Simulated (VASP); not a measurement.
Runs of VASP 6.6.1 on GaAs. The structure is that of space group F-43m (No. 216), or close to it. The cells are those of the table. 

```csv
cell,gap on the mesh (eV),pressure (GPa)
"a = 3.967, b = 3.967, c = 3.999 Å, angles 60.3, 60.3, 90.0°, 2 atoms",1.02,1.2
"a = 3.927, b = 3.927, c = 3.992 Å, angles 60.5, 60.5, 90.0°, 2 atoms",1.09,(a)
"a = 4.027, b = 4.027, c = 4.009 Å, angles 59.8, 59.8, 90.0°, 2 atoms",(d),-0.3
"a = 3.987, b = 3.987, c = 4.003 Å, angles 60.1, 60.1, 90.0°, 2 atoms",0.98,(c)
"a = 3.967, b = 3.967, c = 4.004 Å, angles 60.3, 60.3, 90.0°, 2 atoms",1.00,(b)
"a = 4.027, b = 4.027, c = 4.011 Å, angles 59.9, 59.9, 90.0°, 2 atoms",0.85,-0.4
"a = 4.047, b = 4.047, c = 4.015 Å, angles 59.7, 59.7, 90.0°, 2 atoms",0.77,-0.9
```

Alike in all rows: task single point; level r2SCAN; potentials or basis VASP PAW PBE potentials, release 64 (Ga_d, As); no spin polarisation; k mesh 8 × 8 × 8; cutoff (eV) 520; smearing gaussian 0.01 eV.

Task: Estimate the missing entries.

Result: (a) 2.3; (b) 1.0; (c) 0.6; (d) 0.86.

Caveats: the PAW data sets were made with another functional, which shifts forces and pressure a little.

A k mesh can miss the band edges, and the runs leave out spin-orbit coupling on As, Ga.
